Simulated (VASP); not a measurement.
RbP2:

```
Rb P
1.0
     3.37823    0.00000    0.00000
     0.00000    4.35948    0.00000
     0.00000    0.00000    6.71983
Rb P
1 2
Direct
  0.50000 0.00000 0.00000
  0.00000 0.00000 0.50000
  0.50000 0.50000 0.50000
```

The cell was built from a structure type or drawn by symmetry, and may not be a known phase.

* Program: VASP 6.6.1
* Task: relaxation of cell and atoms
* Functional: PBE
* Potentials or basis: VASP PAW PBE potentials, release 64 (Rb_sv, P)
* Cutoff: 600 eV
* k mesh: 6 × 4 × 4
* Occupations: gaussian, width 0.1 eV
* Spin: no spin polarisation

At the start: pressure -6.3 GPa; volume 32.99 Å³/atom.

Question: Where does the relaxation end?

Answer: Over 8 steps the energy falls by 410.2 meV/atom and the volume is 24.25 Å³/atom (-26.5 %); space group Pmmm (No. 47, to 0.1 Å) before, P4/mmm (No. 123, to 0.1 Å).

The path:
| step | energy change (eV) | largest force (eV/Å) | pressure (GPa) | volume (Å³) |
| --- | --- | --- | --- | --- |
| 1 | 0.0000 | 0.0000 | -6.35 | 98.97 |
| 2 | -0.9210 | 0.0000 | -3.35 | 81.05 |
| 3 | -1.1917 | 0.0000 | 0.74 | 72.00 |
| 4 | -1.1919 | 0.0000 | 2.33 | 69.81 |
| 5 | -1.1963 | 0.0000 | 1.56 | 70.86 |
| 6 | -1.2254 | 0.0000 | 0.13 | 72.44 |
| 7 | -1.2293 | 0.0000 | 0.45 | 72.03 |
| 8 | -1.2305 | 0.0000 | -0.04 | 72.75 |

Final structure:
```xyz
3
Lattice="3.4905 0.0000 0.0000 0.0000 3.5319 0.0000 0.0000 0.0000 5.9013" Properties=species:S:1:pos:R:3 pbc="T T T"
Rb    1.7452    0.0000    0.0000
P     0.0000    0.0000    2.9507
P     1.7452    1.7659    2.9507
```

Caveat: the k points lie up to 0.44 Å⁻¹ apart in the final cell, too coarse for converged energies and pressures of a metal; the volume moved by over 15 % at a fixed basis, so the end points are rough.
